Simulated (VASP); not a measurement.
Sb: single point with PBE

Sb:

```
Sb
1.0
     2.18659   -6.23980    0.00000
     2.18659    6.23980    0.00000
     0.00000    0.00000    4.76712
Sb
4
Direct
  0.11404 0.88596 0.95573
  0.61404 0.38596 0.54427
  0.88596 0.11404 0.04427
  0.38596 0.61404 0.45573
```

- Program: VASP 6.6.1
- Task: single point
- Functional: PBE
- Potentials or basis: VASP PAW PBE potentials, release 64 (Sb)
- Cutoff: 520 eV
- k mesh: 6 × 6 × 4
- Occupations: gaussian, width 0.1 eV
- Spin: no spin polarisation

```yaml
Pressure: 0.2 GPa
Largest_force: 0.054 eV/Å
Band_gap_on_the_k_mesh: 0.10 eV, indirect (least direct gap 0.39 eV)
```

Forces on the atoms (eV/Å):
```
Sb   0.000 -0.049  0.021
Sb   0.000 -0.049 -0.021
Sb   0.000  0.049 -0.021
Sb   0.000  0.049  0.021
```

Stress tensor (GPa, compression positive):
```
 0.24  0.00  0.00
 0.00  0.27  0.00
 0.00  0.00 -0.01
```

Levels at points of the mesh, in eV from the valence-band top:
```
           k point  band 8  band 9  band 10  band 11  band 12  band 13
(0.00, 0.00, 0.00)   -1.72   -1.32    -0.34     2.17     2.55     2.65
(0.50, 0.00, 0.00)   -1.52   -1.19    -1.19     0.85     0.85     1.30
(0.50, 0.50, 0.00)   -1.33   -1.05    -0.29     0.10     2.25     2.27
(0.00, 0.00, 0.50)   -1.31   -0.21    -0.21     0.81     0.81     1.23
(0.50, 0.00, 0.50)   -3.53   -1.34    -1.34     1.93     1.93     4.80
(0.50, 0.50, 0.50)   -1.14   -0.62    -0.62     1.31     1.31     1.61
```

Wall time 70 s on 1 thread of Intel(R) Xeon(R) Platinum 8559C (Emerald Rapids), on a shared host, peak memory 0.29 GiB.

Caveat: spin-orbit coupling is left out, which moves the levels of the heavy elements. A k mesh can miss the band edges.
